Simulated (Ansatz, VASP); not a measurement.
One calculation of Si3N4, two programs

File INCAR:

```
ALGO = Normal
EDIFF = 1E-7
EDIFFG = -0.02
ENCUT = 520
GGA = PE
IBRION = 2
ISIF = 2
ISMEAR = -1
LASPH = True
LCHARG = False
LREAL = False
LWAVE = False
NELM = 100
NSW = 80
PREC = Accurate
SIGMA = 0.02
```

Contents of KPOINTS:

```
k-points
0
Gamma
  4 4 9
```

File POSCAR:

```
Si3N4
1.0
    7.6170000000      0.0000000000      0.0000000000
   -3.8085000000      6.5965155006      0.0000000000
    0.0000000000      0.0000000000      2.9134000000
Si N
6 8
Direct
    0.1784000000      0.7749000000      0.2500000000
    0.4035000000      0.1784000000      0.7500000000
    0.2251000000      0.4035000000      0.2500000000
    0.8216000000      0.2251000000      0.7500000000
    0.5965000000      0.8216000000      0.2500000000
    0.7749000000      0.5965000000      0.7500000000
    0.3333333333      0.6666666667      0.2500000000
    0.6666666667      0.3333333333      0.7500000000
    0.3359000000      0.0328000000      0.2500000000
    0.3031000000      0.3359000000      0.7500000000
    0.9672000000      0.3031000000      0.2500000000
    0.6641000000      0.9672000000      0.7500000000
    0.6969000000      0.6641000000      0.2500000000
    0.0328000000      0.6969000000      0.7500000000
```

Input for Ansatz:

```yaml
crystal:
  lattice:
    - [7.617, 0.0, 0.0]
    - [-3.8085, 6.5965155006, 0.0]
    - [0.0, 0.0, 2.9134]
  atoms:
    - { symbol: Si, position: [0.1784, 0.7749, 0.25] }
    - { symbol: Si, position: [0.4035, 0.1784, 0.75] }
    - { symbol: Si, position: [0.2251, 0.4035, 0.25] }
    - { symbol: Si, position: [0.8216, 0.2251, 0.75] }
    - { symbol: Si, position: [0.5965, 0.8216, 0.25] }
    - { symbol: Si, position: [0.7749, 0.5965, 0.75] }
    - { symbol: "N", position: [0.3333333333, 0.6666666667, 0.25] }
    - { symbol: "N", position: [0.6666666667, 0.3333333333, 0.75] }
    - { symbol: "N", position: [0.3359, 0.0328, 0.25] }
    - { symbol: "N", position: [0.3031, 0.3359, 0.75] }
    - { symbol: "N", position: [0.9672, 0.3031, 0.25] }
    - { symbol: "N", position: [0.6641, 0.9672, 0.75] }
    - { symbol: "N", position: [0.6969, 0.6641, 0.25] }
    - { symbol: "N", position: [0.0328, 0.6969, 0.75] }
kpoints:
  mp_grid: { grid: [4, 4, 9] }
scf:
  occupations: { method: fermi_dirac, width: 0.02 }
hamiltonian:
  xc: pbe
  pseudopotentials: { kind: paw, frozen_core: stored }
output:
  forces: true
  stress: true
  populations: true
  efg: { quadrupole_moments_barn: { "N": 0.02044 } }
relax:
  f_tol: 0.02
  max_steps: 60
```

Alike in both runs: task relaxation of the atoms; functional PBE; k mesh 4 × 4 × 9; occupations fermi-dirac, width 0.02 eV; no spin polarisation.

|  | VASP | Ansatz |
| --- | --- | --- |
| version | VASP 6.6.1 | Ansatz 0.2.0 |
| potentials or method | VASP PAW PBE potentials, release 64 (Si, N) | plane-wave PAW, scalar-relativistic |
| plane-wave cutoff (eV) | 520 | 420 |
| valence electrons in the cell | 64 | 64 |

|  | VASP | Ansatz | Ansatz less VASP |
| --- | --- | --- | --- |
| gap on the k mesh at the Fermi level, each at its own relaxed structure (eV) | 4.31 | 4.32 | +0.013 |

Ansatz's warnings: stress scf threshold loose.
